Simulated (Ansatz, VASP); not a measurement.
**Two plane-wave programs on InPd**

```
In Pd
1.0
     3.13300    0.00000    0.00000
     0.00000    3.13300    0.00000
     0.00000    0.00000    3.47389
In Pd
1 1
Direct
  0.99503 0.00000 0.00000
  0.50536 0.50000 0.50000
```

Change from the starting cell: mode 4 frozen in at -0.017 Å, strain +e along z and -e/2 along x and y +0.0700.

Alike in both runs: task single point; functional PBEsol; k mesh 14 × 14 × 14; occupations gaussian, width 0.15 eV; no spin polarisation.

|  | VASP | Ansatz |
| --- | --- | --- |
| version | VASP 6.6.1 | Ansatz 0.2.0 |
| potentials or method | VASP PAW PBE potentials, release 64 (In_d, Pd), cutoff 520 eV | scalar-relativistic, plane waves, PAW |
| valence electrons in the cell | 23 | 31 |

|  | VASP | Ansatz | Ansatz less VASP |
| --- | --- | --- | --- |
| gap on the k mesh at the Fermi level (eV) | none | none | - |
| pressure (GPa) | 1.0 | 0.7 | -0.24 |
| traceless stress, the component that is largest in VASP (GPa) | -1.68 | -1.69 | -0.010 |
| rms of the force components (eV/Å) | 0.074 | 0.073 | -0.0013 |

VASP's potentials were made for PBE, not for PBEsol. Atom by atom the forces differ by 0.001 eV/Å (rms over components). A gap of «none» marks a metal or a gap that the smearing closes. VASP's potentials hold 23 valence electrons a cell and Ansatz's 31, so a difference there can come from the potentials and not from the codes.
